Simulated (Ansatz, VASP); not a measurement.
C in VASP and in Ansatz

The input INCAR:

```
SYSTEM = C
ALGO = Normal ; EDIFF = 1E-7
EDIFFG = -0.001 ; ENCUT = 600
IBRION = 2 ; ISIF = 3
ISMEAR = 0 ; LASPH = .True.
LCHARG = .False. ; LREAL = .False.
LWAVE = .False. ; NELM = 100
NSW = 80 ; PREC = Accurate
SIGMA = 0.01
```

File KPOINTS:

```
k-points
0
Gamma
  14 14 8
  0 0 0
```

POSCAR

```
C
1.0
    2.1172982844     -1.2224340469     -0.0115975247
    2.1172982844      1.2224340469     -0.0115975247
   -1.3916690928      0.0000000000      3.3373019203
C
2
Direct
    0.8333830096      0.8333830096      0.0001497828
    0.1666169904      0.1666169904      0.9998502172
```

Input for Ansatz:

```yaml
crystal:
  lattice:
    - [2.1172982844, -1.2224340469, -0.0115975247]
    - [2.1172982844, 1.2224340469, -0.0115975247]
    - [-1.3916690928, 0.0, 3.3373019203]
  atoms:
    - { symbol: C, position: [0.8333830096, 0.8333830096, 0.0001497828] }
    - { symbol: C, position: [0.1666169904, 0.1666169904, 0.9998502172] }
basis:
  ecutwfc: 420
kpoints:
  mp_grid: { grid: [14, 14, 8] }
hamiltonian:
  xc: lda
scf:
  occupations: { method: fixed }
output:
  forces: true
  stress: true
  eigenvalues: true
relax:
  adjacent_minimum: "off"
  f_tol: 0.001
  max_steps: 60
  cell: { stress_tol: 0.01 }
```

Alike in both runs: task relaxation of cell and atoms; functional LDA; k mesh 14 × 14 × 8; no spin polarisation.

|  | VASP | Ansatz |
| --- | --- | --- |
| version | VASP 6.6.1 | Ansatz 0.2.0 |
| potentials or method | VASP PAW LDA potentials, release 64 (C), cutoff 600 eV | scalar-relativistic, plane waves, PAW |
| occupations | gaussian, width 0.01 eV | fixed |
| valence electrons in the cell | 8 | 8 |

|  | VASP | Ansatz | Ansatz less VASP |
| --- | --- | --- | --- |
| gap on the k mesh at the Fermi level, each at its own relaxed structure (eV) | 0.60 | 0.65 | +0.053 |
| relaxed volume (Å³/atom) | 8.52 | 8.62 | +0.100 |
| relaxed length of the cell vector where the two differ most in proportion (Å) | 3.577 | 3.615 | +0.0380 |

LDA's correlation is that of Perdew and Zunger in VASP and of Perdew and Wang (1992) in Ansatz.
